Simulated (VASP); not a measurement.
Runs of VASP 6.6.1 on SnTe. The structure is that of space group Fm-3m (No. 225), or close to it. The cells are those of the table. 

| cell | gap on the mesh (eV) | pressure (GPa) |
| --- | --- | --- |
| a = 4.431, b = 4.431, c = 4.397 Å, angles 60.3, 60.3, 59.5°, 2 atoms | (b) | (c) |
| a = 4.364, b = 4.364, c = 4.397 Å, angles 59.7, 59.7, 60.5°, 2 atoms | 0.28 | 5.4 |
| a = 4.330 Å, angles 60.0°, 2 atoms | 0.27 | 7.5 |
| a = 4.598 Å, angles 60.0°, 2 atoms | (d) | -1.6 |
| a = 4.531, b = 4.531, c = 4.464 Å, angles 60.5, 60.5, 59.0°, 2 atoms | 0.04 | 0.7 |
| a = 4.498, b = 4.498, c = 4.531 Å, angles 59.8, 59.8, 60.5°, 2 atoms | - | 0.7 |
| a = 4.565, b = 4.565, c = 4.531 Å, angles 60.2, 60.2, 59.5°, 2 atoms | 0.08 | (a) |
| a = 4.531 Å, angles 60.0°, 2 atoms | 0.05 | 0.0 |

Alike in all rows: task single point; level PBE; potentials or basis VASP PAW PBE potentials, release 64 (Sn_d, Te); no spin polarisation; k mesh 10 × 10 × 10; cutoff (eV) 520; smearing gaussian 0.03 eV.

Task: Fill in the values left out.

Result: (a) -0.6; (b) 0.19; (c) 3.6; (d) 0.17.

Caveats: spin-orbit coupling is left out, which moves the levels of the heavy elements.

A k mesh can miss the band edges, and the runs leave out spin-orbit coupling on Sn, Te.
